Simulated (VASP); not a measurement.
ZrPbO3, 5 atoms in the cell. The structure is cubic, space group Pm-3m (No. 221). Conventional cell: a = 4.209 Å, b = 4.209 Å, c = 4.209 Å, α = 90.00°, β = 90.00°, γ = 90.00°. Zr (site symmetry m-3m) has 6 O at 2.10 Å within 2.8 Å. Within 3.9 Å of Pb (site symmetry m-3m) lie 12 O at 2.98 Å and 8 Zr at 3.65 Å. Within 2.8 Å of O (site symmetry 4/mmm) lie 2 Zr at 2.10 Å. 

| Item | Value |
| --- | --- |
| Program | VASP 6.6.1 |
| Task | single point |
| Functional | LDA |
| Potentials or basis | VASP PAW LDA potentials, release 64 (Zr_sv, Pb_d, O) |
| Cutoff | 520 eV |
| k mesh | 8 × 8 × 8 |
| Occupations | gaussian, width 0.05 eV |
| Spin | no spin polarisation |
| Dipole correction | no |
| Further INCAR settings | ALGO = Normal; EDIFF = 1e-06; NBANDS = 30 |

Potentials or basis: VASP PAW LDA potentials, release 64 (Zr_sv, Pb_d, O).

Command:

```bash
$ cat potpaw_LDA.64/Zr_sv/POTCAR potpaw_LDA.64/Pb_d/POTCAR potpaw_LDA.64/O/POTCAR > POTCAR
$ mpirun -np 1 vasp_std > vasp.out
```

Hardware: 1 thread of AMD EPYC 7R13, on a shared host.

How long does it take, and how much memory?

It took 76 s on 1 thread of AMD EPYC 7R13, with other jobs on the host, peak memory 0.17 GiB. Counts: scf iterations 14, k points 35.
